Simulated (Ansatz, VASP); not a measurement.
Ca2B3: VASP beside Ansatz

```
Ca B
1.0
     3.25681    0.00000    0.00000
    -1.62840    2.82048    0.00000
     0.00000    0.00000    8.69791
Ca B
2 3
Direct
  0.33333 0.66667 0.21263
  0.66667 0.33333 0.78737
  0.00000 0.00000 0.00000
  0.33333 0.66667 0.50956
  0.66667 0.33333 0.49044
```

Alike in both runs: task relaxation of cell and atoms; functional PBE; k mesh 12 × 12 × 6; occupations gaussian, width 0.1 eV; no spin polarisation.

|  | VASP | Ansatz |
| --- | --- | --- |
| version | VASP 6.6.1 | Ansatz 0.2.0 |
| potentials or method | VASP PAW PBE potentials, release 64 (Ca_sv, B), cutoff 600 eV | scalar-relativistic, plane waves, PAW |
| valence electrons in the cell | 29 | 29 |

|  | VASP | Ansatz | Ansatz less VASP |
| --- | --- | --- | --- |
| gap on the k mesh at the Fermi level, each at its own relaxed structure (eV) | none | none | - |
| relaxed volume (Å³/atom) | 15.98 | 15.94 | -0.036 |
| relaxed length of the cell vector where the two differ most in proportion (Å) | 8.659 | 8.651 | -0.0076 |

A gap of «none» marks a metal or a gap that the smearing closes.
